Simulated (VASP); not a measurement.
Set up this calculation in VASP 6.6.1, as the native input.

```yaml
Task: single point
Functional: PBE
Dispersion: D4
Potentials_or_basis: VASP PAW PBE potentials, release 64 (Ti_sv, O)
Cutoff: 520 eV
k_mesh: 8 × 8 × 8
Occupations: fermi-dirac, width 0.05 eV
Spin: no spin polarisation
Dipole_correction: no
Further_INCAR_settings: ALGO = Normal; EDIFF = 1e-07; NBANDS = 60
```

The structure of TiO2 lies in POSCAR:

```
TiO2
1.0
   -4.3795777988      4.3795777988      1.8731104148
    4.3795777988     -4.3795777988      1.8731104148
    4.3795777988      4.3795777988     -1.8731104148
Ti O
4 8
Direct
    0.2899605134      0.9878969357      0.2778574490
    0.0121030643      0.2899605134      0.3020635777
    0.9878969357      0.7100394866      0.6979364223
    0.7100394866      0.0121030643      0.7221425510
    0.4936644834      0.8476438152      0.3413082986
    0.1627315714      0.1559618986      0.3186934700
    0.1523561848      0.4936644834      0.6460206681
    0.1559618986      0.8372684286      0.9932303271
    0.8440381014      0.1627315714      0.0067696729
    0.8476438152      0.5063355166      0.3539793319
    0.8372684286      0.8440381014      0.6813065300
    0.5063355166      0.1523561848      0.6586917014
```

The input as run:

INCAR

```
PREC = Accurate
ENCUT = 520
EDIFF = 1E-7
ISMEAR = -1
SIGMA = 0.05
LREAL = F
LASPH = T
NELM = 80
ALGO = Normal
ISIF = 2
LWAVE = F
LCHARG = F
GGA = PE
IVDW = 13
NBANDS = 60
```

KPOINTS

```
regular mesh
0
Gamma
  8 8 8
```

Potentials or basis: VASP PAW PBE potentials, release 64 (Ti_sv, O).

Command:

```sh
$ cat potpaw_PBE.64/Ti_sv/POTCAR potpaw_PBE.64/O/POTCAR > POTCAR
$ mpirun -np 1 vasp_std > vasp.out
```

It gave:

- Pressure: 0.6 GPa
- Largest force: 0.094 eV/Å
- Band gap on the k mesh: 2.01 eV (least direct gap 2.65 eV)
- Dispersion energy per atom: -0.182 eV

Wall time 7.9 min on 1 thread of Intel(R) Xeon(R) 6975P-C (Granite Rapids) (shared host), peak memory 0.64 GiB.
